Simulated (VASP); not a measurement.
# KI (Immm) in VASP: single point with HSE06

Aim: the single point of KI with HSE06.

All numbers are computed with VASP 6.6.1; they aren't measurements. Logs are shortened: lines on timing, memory, paths and dates and some standing lists are left out, and cuts for length are marked.

### 1 The cell of the first run

The structure is orthorhombic, space group Immm (No. 71). Conventional cell: a = 4.894 Å, b = 5.130 Å, c = 7.089 Å, α = 90.00°, β = 90.00°, γ = 90.00°. Within 4.7 Å of K (site symmetry mmm) lie 6 I at 3.54 to 3.55 Å. I (site symmetry mmm) has 6 K at 3.54 to 3.55 Å within 4.7 Å.

### 2 Single point, HSE06 (shear xy strain +4.7%)

File POSCAR:

```
KI
1.0
    0.0834679123      3.5442850250      3.5442850250
    3.5442850250      0.0834679123      3.5442850250
    3.6277529373      3.6277529373      0.0000000000
K I
1 1
Direct
    0.0000000000      0.0000000000      0.0000000000
    0.5000000000      0.5000000000      0.5000000000
```

File INCAR.step1:

```
  PREC = Accurate
  ENCUT = 520
  EDIFF = 1E-5
  ISMEAR = 0
  SIGMA = 0.01
  LREAL = F
  LASPH = T
  NELM = 60
  ALGO = Normal
  ISIF = 2
  LWAVE = T
  LCHARG = F
  GGA = PE
  NBANDS = 15
```

File INCAR.step2:

```
  PREC = Accurate
  ENCUT = 520
  EDIFF = 1E-6
  ISMEAR = 0
  SIGMA = 0.01
  LREAL = F
  LASPH = T
  NELM = 60
  ALGO = Normal
  ISIF = 2
  LWAVE = F
  LCHARG = F
  GGA = PE
  LHFCALC = T
  HFSCREEN = 0.2079
  PRECFOCK = Normal
  ISTART = 1
  NBANDS = 15
```

File KPOINTS:

```
regular mesh
0
Gamma
  4 4 4
```

Potentials or basis: VASP PAW PBE potentials, release 64 (K_sv, I).

Started as:

```sh
$ cat potpaw_PBE.64/K_sv/POTCAR potpaw_PBE.64/I/POTCAR > POTCAR
$ cp INCAR.step1 INCAR
$ mpirun -np 1 vasp_std > vasp.out
$ cp INCAR.step2 INCAR
$ mpirun -np 1 vasp_std > vasp.out
```

OUTCAR:

```text
PREC = Accurate
   ENCUT = 520
   EDIFF = 1E-6
   ISMEAR = 0
   LREAL = F
   LASPH = T
   NELM = 60
   ISIF = 2
   GGA = PE
   LHFCALC = T
   HFSCREEN = 0.2079
   PRECFOCK = Normal
   ISTART = 1

 ion  position               nearest neighbor table
   1  0.000  0.000  0.000-   2 3.54   2 3.54   2 3.55   2 3.55   2 3.55   2 3.55
   2  0.500  0.500  0.500-   1 3.54   1 3.54   1 3.55   1 3.55   1 3.55   1 3.55

  LATTYP: Found a body centered orthorhombic cell.
 ALAT       =     4.8943344977
 B/A-ratio  =     1.0482359568
 C/A-ratio  =     1.4483215345

  Lattice vectors:

 A1 = (   3.5442850250,   0.0834679123,  -3.5442850250)
 A2 = (  -3.5442850250,  -0.0834679123,  -3.5442850250)
 A3 = (   0.0834679123,   3.5442850250,   3.5442850250)

Analysis of symmetry for initial positions (statically):
=====================================================================
 Subroutine PRICEL returns:
 Original cell was already a primitive cell.

 Routine SETGRP: Setting up the symmetry group for a
 body centered orthorhombic supercell.

 Subroutine GETGRP returns: Found  8 space group operations
 (whereof  8 operations were pure point group operations)
 out of a pool of  8 trial point group operations.

The static configuration has the point symmetry D_2h.

Analysis of symmetry for dynamics (positions and initial velocities):
=====================================================================
 Subroutine PRICEL returns:
 Original cell was already a primitive cell.

 Routine SETGRP: Setting up the symmetry group for a
 body centered orthorhombic supercell.

 Subroutine GETGRP returns: Found  8 space group operations
 (whereof  8 operations were pure point group operations)
 out of a pool of  8 trial point group operations.

The dynamic configuration has the point symmetry D_2h.

 Subroutine INISYM returns: Found  8 space group operations
 (whereof  8 operations are pure point group operations),
 and found     1 'primitive' translations

----------------------------------------------------------------------------------------

                                     Primitive cell

  volume of cell :      88.9969

  direct lattice vectors                    reciprocal lattice vectors
     0.083467912  3.544285025  3.544285025    -0.144474551  0.144474551  0.141072176
     3.544285025  0.083467912  3.544285025     0.144474551 -0.144474551  0.141072176
     3.627752937  3.627752937  0.000000000     0.137826365  0.137826365 -0.141072176
[... 96 lines left out ...]
     AMIX     =   0.40;   BMIX     =  1.00
     AMIX_MAG =   1.60;   BMIX_MAG =  1.00
  volume/ion in A,a.u.               =      44.50       300.29
  Fermi-wavevector in a.u.,A,eV,Ry     =   0.923967  1.746045 11.615500  0.853715
  Thomas-Fermi vector in A             =   2.049661
   LORBIT       =      0    0 simple, 1 ext, 2 COOP (PROOUT), +10 PAW based schemes
   GGA     = PE    functional components
   LHFCALC =     T    Hartree Fock is set to
   PRECFOCK=normal    Normal, Fast or Accurate (Low or Medium for compatibility)
   ENCUT4O =  -1.0   cutoff for four orbital integrals eV
   NKREDX  =     1    reduce k-point grid by
   NKREDY  =     1    reduce k-point grid by
   NKREDZ  =     1    reduce k-point grid by
   AEXX    =    0.2500 exact exchange contribution
   HFSCREEN=    0.2079 screening length (either q_TF or 0.3 A-1)
   HFSCREENC=   0.2079 screening length for correlation (either q_TF or 0.3 A-1)
   ENCUTFOCK=  -1.0 apply spherical cutoff to Coloumb kernel
   IVDW    =     0    specifies the selected vdW correction
   LEPSILON=     F    determine dielectric tensor
   LRPA    =     F    only Hartree local field effects (RPA)
 non-spin polarized calculation
 Gauss-broadening in eV      SIGMA  =   0.01
  energy-cutoff  :      520.00
  volume of cell :       89.00
 maximum number of plane-waves:      2421
 NGX is ok and might be reduce to    40
  NGX = 28; NGY = 28; NGZ = 30

 number of electron      16.0000001 magnetization

 Free energy of the ion-electron system (eV)
  ---------------------------------------------------
  ext. energy  EPLUGINS =         0.00000000
  ---------------------------------------------------
  free energy    TOTEN  =        -6.39983021 eV

  energy without entropy =       -6.39983021  energy(sigma->0) =       -6.39983021

 E-fermi :  -1.0629     XC(G=0):  -6.0146

 val. band max:       -1.1216564212   @ k =   0.0000   0.0000   0.0000
 cond. band min:       3.7352197685   @ k =   0.0000   0.0000   0.0000
 fundamental gap:      4.8568761897
 Fermi energy:        -1.0629395290

 k-point     1 :       0.0000    0.0000    0.0000
  band No.  band energies     occupation
      1     -32.0392      2.00000
      2     -14.1734      2.00000
      3     -14.1709      2.00000
      4     -14.1684      2.00000
      5     -12.5654      2.00000
      6      -1.2478      2.00000
      7      -1.1915      2.00000
      8      -1.1217      2.00000
      9       3.7352      0.00000
     10       6.2731      0.00000
     11       6.4640      0.00000
     12       6.6472      0.00000
     13       7.2857      0.00000
     14       7.3002      0.00000
[... 293 lines left out ...]
      2     -14.2222      2.00000
      3     -14.2109      2.00000
      4     -14.1949      2.00000
      5     -12.3388      2.00000
      6      -1.9885      2.00000
      7      -1.9199      2.00000
      8      -1.8020      2.00000
      9       6.3133      0.00000
     10       6.3704      0.00000
     11       6.5327      0.00000
     12       8.1885      0.00000
     13       8.9081      0.00000
     14      10.0261      0.00000
     15      10.3373      0.00000

------------------------ aborting loop because EDIFF is reached ----------------------------------------

  FORCE on cell =-STRESS in cart. coord.  units (eV):
  Direction    XX          YY          ZZ          XY          YZ          ZX
  --------------------------------------------------------------------------------------
  -------------------------------------------------------------------------------------
  Total        0.1601892      0.1601892      0.1535117     -0.1013043      0.0000000      0.0000000
  in kB        2.8838243      2.8838243      2.7636120     -1.8237415      0.0000000      0.0000000
  external PRESSURE =       2.8437535 kB  Pullay stress =       0.0000000 kB

 VOLUME and BASIS-vectors are now :
 -----------------------------------------------------------------------------
  energy-cutoff  :      520.00
  volume of cell :       89.00
      direct lattice vectors                 reciprocal lattice vectors
     0.083467912  3.544285025  3.544285025    -0.144474551  0.144474551  0.141072176
     3.544285025  0.083467912  3.544285025     0.144474551 -0.144474551  0.141072176
     3.627752937  3.627752937  0.000000000     0.137826365  0.137826365 -0.141072176

 POSITION                                       TOTAL-FORCE (eV/Angst)
 -----------------------------------------------------------------------------------
      0.00000      0.00000      0.00000         0.000000      0.000000     -0.000000
      3.62775      3.62775      3.54429        -0.000000      0.000000      0.000000
 -----------------------------------------------------------------------------------
    total drift:                               -0.000000     -0.000000      0.000000

  FREE ENERGIE OF THE ION-ELECTRON SYSTEM (eV)
  ---------------------------------------------------
  free  energy   TOTEN  =        -6.3998302053 eV

  energy  without entropy=       -6.3998302053  energy(sigma->0) =       -6.39983021
```

OSZICAR.step1:

```text
N       E                     dE             d eps       ncg     rms          rms(c)
DAV:   1     0.911541387619E+02    0.91154E+02   -0.65564E+03   540   0.912E+02
DAV:   2    -0.608368703315E-01   -0.91215E+02   -0.85689E+02   708   0.215E+02
DAV:   3    -0.538169656134E+01   -0.53209E+01   -0.52996E+01   760   0.454E+01
DAV:   4    -0.563745190234E+01   -0.25576E+00   -0.25571E+00   862   0.870E+00
DAV:   5    -0.563936588411E+01   -0.19140E-02   -0.19139E-02   759   0.805E-01    0.299E+00
DAV:   6    -0.555456645586E+01    0.84799E-01   -0.95411E-02   687   0.177E+00    0.214E+00
DAV:   7    -0.555028544438E+01    0.42810E-02   -0.11656E-01   701   0.169E+00    0.786E-01
DAV:   8    -0.555555195800E+01   -0.52665E-02   -0.12255E-02   638   0.713E-01    0.127E-01
DAV:   9    -0.555599826787E+01   -0.44631E-03   -0.92038E-04   736   0.176E-01    0.769E-02
DAV:  10    -0.555612827987E+01   -0.13001E-03   -0.12861E-04   683   0.625E-02    0.213E-02
DAV:  11    -0.555617588603E+01   -0.47606E-04   -0.62784E-05   624   0.459E-02    0.184E-02
DAV:  12    -0.555617571644E+01    0.16959E-06   -0.25666E-06   592   0.126E-02
   1 F= -.55561757E+01 E0= -.55561757E+01  d E =-.108340E-61
```

Run time: 22 min. Hardware: 1 thread of Intel Xeon Platinum 8259CL at 2.50GHz (Skylake/Cascade Lake), shared host; peak memory 0.36 GiB.

What came out:

| Quantity | Value |
| --- | --- |
| Free energy | -6.3998 eV |
| Pressure | 0.3 GPa |
| Band gap on the k mesh | 4.86 eV |

Stress tensor (GPa, compression positive):
```
 0.29 -0.18  0.00
-0.18  0.29  0.00
 0.00  0.00  0.28
```

Levels at points of the mesh, in eV from the valence-band top:
| k point | band 6 | band 7 | band 8 | band 9 | band 10 | band 11 |
| --- | --- | --- | --- | --- | --- | --- |
| (0.00, 0.00, 0.00) | -0.13 | -0.07 | 0.00 | 4.86 | 7.39 | 7.59 |
| (0.50, 0.00, 0.00) | -1.43 | -0.48 | -0.41 | 6.39 | 8.86 | 8.97 |
| (0.50, 0.50, 0.00) | -1.12 | -0.54 | -0.36 | 5.88 | 6.76 | 9.41 |
| (0.00, 0.00, 0.50) | -1.44 | -0.40 | -0.32 | 6.44 | 8.72 | 9.12 |
| (0.50, 0.00, 0.50) | -1.12 | -0.46 | -0.46 | 5.89 | 6.74 | 9.37 |

Caveat: the cell differs from its parent crystal (shear xy strain +4.7%); the PAW data sets were made with another functional, which shifts forces and pressure a little; spin-orbit coupling is left out, which moves the levels of the heavy elements.
